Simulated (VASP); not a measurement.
Input of a VASP 6.6.1 run:

POSCAR

```
Mo
1.0
    2.7491875500      0.0000000000      0.0000000000
   -1.3745988000      2.3808651000      0.0000000000
    0.0000000000      0.0000000000      2.5298185688
Mo
1
Direct
    0.0000000000      0.0000000000      0.5000000000
```

The input INCAR.step1:

```
ALGO     = Normal         # electronic algorithm
EDIFF    = 1E-4           # SCF threshold, eV
ENCUT    = 520            # plane-wave cutoff, eV
GGA      = PE             # functional
ISMEAR   = -1             # smearing method
LASPH    = True           # aspherical terms in the spheres
LCHARG   = False          # write CHGCAR
LREAL    = False          # projectors in reciprocal space
LWAVE    = True           # write WAVECAR
NBANDS   = 13             # bands
NELM     = 100            # most SCF steps
PREC     = Accurate       # precision mode
SIGMA    = 0.1            # smearing width, eV
```

INCAR.step2

```
ALGO     = Normal         # electronic algorithm
EDIFF    = 1E-7           # SCF threshold, eV
ENCUT    = 520            # plane-wave cutoff, eV
ISIF     = 2              # what is computed and relaxed
ISMEAR   = -1             # smearing method
ISTART   = 1            
LASPH    = True           # aspherical terms in the spheres
LCHARG   = False          # write CHGCAR
LMIXTAU  = True         
LREAL    = False          # projectors in reciprocal space
LWAVE    = False          # write WAVECAR
METAGGA  = R2SCAN         # meta-GGA
NBANDS   = 13             # bands
NELM     = 100            # most SCF steps
PREC     = Accurate       # precision mode
SIGMA    = 0.1            # smearing width, eV
```

File KPOINTS:

```
k-points
0
Gamma
  14 14 13
```

Potentials or basis: VASP PAW PBE potentials, release 64 (Mo_sv).

Run with:

```bash
$ cat potpaw_PBE.64/Mo_sv/POTCAR > POTCAR
$ cp INCAR.step1 INCAR
$ mpirun -np 1 vasp_std > vasp.out
$ cp INCAR.step2 INCAR
$ mpirun -np 1 vasp_std > vasp.out
```

Task: What does it give for the pressure?

Result: 1.9 GPa.

Task: Estimate the band gap on the k mesh.

Result: Zero (band 7 reaches 12.45 eV, above the bottom of band 8 at 10.59 eV).

Stress tensor (GPa, compression positive):
```
1.50 0.00 0.00
0.00 1.50 0.00
0.00 0.00 2.73
```

Caveat: the PAW data sets were made with another functional, which shifts forces and pressure a little.
